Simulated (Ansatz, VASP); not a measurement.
One calculation of Cu, two programs

Contents of INCAR:

```
SYSTEM = Cu
PREC     = Accurate       ! precision mode
ENCUT    = 520            ! plane-wave cutoff, eV
EDIFF    = 1E-6           ! SCF threshold, eV
ISMEAR   = -1             ! smearing method
SIGMA    = 0.05           ! smearing width, eV
LREAL    = .FALSE.        ! projectors in reciprocal space
LASPH    = .TRUE.         ! aspherical terms in the spheres
NELM     = 100            ! most SCF steps
ALGO     = Normal         ! electronic algorithm
ISIF     = 2              ! what is computed and relaxed
LWAVE    = .FALSE.        ! write WAVECAR
LCHARG   = .FALSE.        ! write CHGCAR
LDIPOL   = .TRUE.       
IDIPOL   = 3            
DIPOL    = 0.5 0.5 0.500
GGA      = CA             ! functional
NBANDS   = 36             ! bands
```

The input KPOINTS:

```
Automatic mesh
0
G
  19 19 1
  0 0 0
```

The input POSCAR:

```
Cu
1.0
    2.4873735450      0.0000000000      0.0000000000
   -1.2436867725      2.1541286787      0.0000000000
    0.0000000000      0.0000000000     24.1237000000
Cu
5
Direct
    0.8333333330      0.1666666670      0.3316235078
    0.1666666670      0.8333333330      0.4158117536
    0.5000000000      0.5000000000      0.5000000000
    0.8333333330      0.1666666670      0.5841882464
    0.1666666670      0.8333333330      0.6683764922
```

Input for Ansatz:

```yaml
crystal:
  lattice:
    - [2.487373545, 0.0, 0.0]
    - [-1.2436867725, 2.1541286787, 0.0]
    - [0.0, 0.0, 24.1237]
  atoms:
    - { symbol: Cu, position: [0.833333333, 0.166666667, 0.3316235078] }
    - { symbol: Cu, position: [0.166666667, 0.833333333, 0.4158117536] }
    - { symbol: Cu, position: [0.5, 0.5, 0.5] }
    - { symbol: Cu, position: [0.833333333, 0.166666667, 0.5841882464] }
    - { symbol: Cu, position: [0.166666667, 0.833333333, 0.6683764922] }
kpoints:
  mp_grid: { grid: [19, 19, 1] }
scf:
  occupations: { method: fermi_dirac, width: 0.05 }
hamiltonian:
  xc: lda
  pseudopotentials: { kind: paw }
output:
  forces: true
  stress: true
  eigenvalues: true
  populations: true
efield:
  axis: 3
  amplitude: 0
  dipole_correction: true
```

Alike in both runs: task single point; functional LDA; k mesh 19 × 19 × 1; occupations fermi-dirac, width 0.05 eV; no spin polarisation.

```csv
,VASP,Ansatz
version,VASP 6.6.1,Ansatz 0.2.0
potentials or method,"VASP PAW LDA potentials, release 64 (Cu)","PAW with Ansatz's default frozen-core files, scalar-relativistic"
plane-wave cutoff (eV),520,420
valence electrons in the cell,55,95
```

VASP gave:

| Property | Result |
| --- | --- |
| rms of the force components (eV/Å) | 0.042 |

Problem. Which values does Ansatz return?

Solution. rms of the force components (eV/Å): 0.049.

LDA's correlation is that of Perdew and Zunger in VASP and of Perdew and Wang (1992) in Ansatz. Atom by atom the forces differ by 0.011 eV/Å (rms over components). VASP's potentials hold 55 valence electrons a cell and Ansatz's 95, so a difference there can come from the potentials and not from the codes.
